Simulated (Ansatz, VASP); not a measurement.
## GaSb3: VASP beside Ansatz

```xyz
4
Lattice="0.0000 3.6479 3.6479 3.6479 0.0000 3.6479 3.6479 3.6479 0.0000" Properties=species:S:1:pos:R:3 pbc="T T T"
Ga    0.0000    0.0000   -0.2000
Sb    1.8239    1.8239    1.8239
Sb    5.4718    5.4718    5.4718
Sb    3.6479    3.6479    3.6479
```

Alike in both runs: task single point; functional PBE; dispersion D3(BJ); k mesh 12 × 12 × 12; occupations gaussian, width 0.15 eV; no spin polarisation.

```csv
,VASP,Ansatz
version,VASP 6.6.1,Ansatz 0.2.0
potentials or method,"VASP PAW PBE potentials, release 64 (Ga_d, Sb), cutoff 520 eV","scalar-relativistic, plane waves, PAW"
valence electrons in the cell,28,58
```

VASP gave:

```
gap on the k mesh at the Fermi level (eV)                     : none
pressure (GPa)                                                : 0.6
traceless stress, the component that is largest in VASP (GPa) : -0.15
rms of the force components (eV/Å)                            : 0.127
```

Problem. Which values does Ansatz return?

Solution. gap on the k mesh at the Fermi level (eV): none; pressure (GPa): 0.7; traceless stress, the component that is largest in VASP (GPa): -0.15; rms of the force components (eV/Å): 0.126.

Atom by atom the forces differ by 0.001 eV/Å (rms over components). A gap of «none» marks a metal or a gap that the smearing closes. VASP's potentials hold 28 valence electrons a cell and Ansatz's 58, so a difference there can come from the potentials and not from the codes.

Neither program's run includes spin-orbit coupling.
